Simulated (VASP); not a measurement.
# Ti9O16 (a cell with a defect): single point with PBE

Ti9O16 (a cell with a defect):

```
CELL_PARAMETERS angstrom
-4.64328 4.64328 0.00000
4.64328 4.64328 0.00000
0.00000 -4.64328 -5.92776
ATOMIC_POSITIONS crystal
Ti 0.72299 0.75249 0.48427
Ti 0.55080 0.52581 0.99836
Ti 0.26389 0.22911 0.48426
Ti 0.95013 0.96990 0.99837
Ti 0.12186 0.63808 0.25978
Ti 0.86546 0.39557 0.73261
Ti 0.64051 0.11904 0.25978
Ti 0.36973 0.83437 0.73261
Ti 0.23609 0.23345 0.96957
O 0.22693 0.54334 0.49203
O 0.97551 0.30502 0.00352
O 0.73311 0.06008 0.50406
O 0.49962 0.80524 0.00163
O 0.42215 0.58576 0.22980
O 0.19114 0.35465 0.77177
O 0.93765 0.10889 0.26538
O 0.66872 0.84392 0.73636
O 0.27355 0.94130 0.50404
O 0.00461 0.69374 0.00164
O 0.76772 0.44604 0.49205
O 0.53064 0.19583 0.00353
O 0.83032 0.65383 0.26536
O 0.57025 0.38978 0.73637
O 0.31027 0.14138 0.22981
O 0.08325 0.91445 0.77175
```

- Program: VASP 6.6.1
- Task: single point
- Functional: PBE
- Potentials or basis: VASP PAW PBE potentials, release 64 (Ti_sv, O)
- Cutoff: 520 eV
- k mesh: 3 × 3 × 3
- Occupations: gaussian, width 0.02 eV
- Spin: no spin polarisation

* Largest force: 0.104 eV/Å

Forces in eV/Å, atoms in the order of the input:
```
Ti  -0.029  0.014 -0.036
Ti  -0.013 -0.098  0.003
Ti   0.027 -0.010 -0.046
Ti   0.013  0.091  0.011
Ti  -0.044  0.004  0.043
Ti  -0.057 -0.032 -0.061
Ti   0.040 -0.001  0.037
Ti   0.062  0.032 -0.055
Ti  -0.005 -0.001 -0.049
O   -0.057 -0.070  0.051
O    0.049 -0.056  0.005
O   -0.018 -0.025 -0.034
O    0.028  0.005 -0.013
O    0.016 -0.024  0.031
O    0.018  0.049  0.049
O    0.022 -0.030 -0.048
O    0.021 -0.032  0.037
O    0.016  0.028 -0.034
O   -0.024 -0.005 -0.015
O    0.051  0.067  0.052
O   -0.048  0.058  0.004
O   -0.019  0.032 -0.048
O   -0.021  0.029  0.036
O   -0.015  0.024  0.030
O   -0.012 -0.048  0.049
```

Levels at points of the mesh, in eV from the Fermi level:
```
           k point  band 96  band 97  band 98  band 99  band 100  band 101  band 102  band 103  band 104  band 105
(0.00, 0.00, 0.00)    -0.90    -0.48    -0.48    -0.32     -0.15      2.37      2.50      2.67      2.82      2.89
```

It took 19 min on 1 thread of Intel(R) Xeon(R) Platinum 8259CL CPU @ 2.50GHz (Skylake/Cascade Lake), with other jobs on the host, peak memory 0.5 GiB.

Caveat: the cell carries a net charge on a neutralising background, which shifts energy and pressure; the cell is charged against a uniform background, so pressure and absolute levels hang on convention.
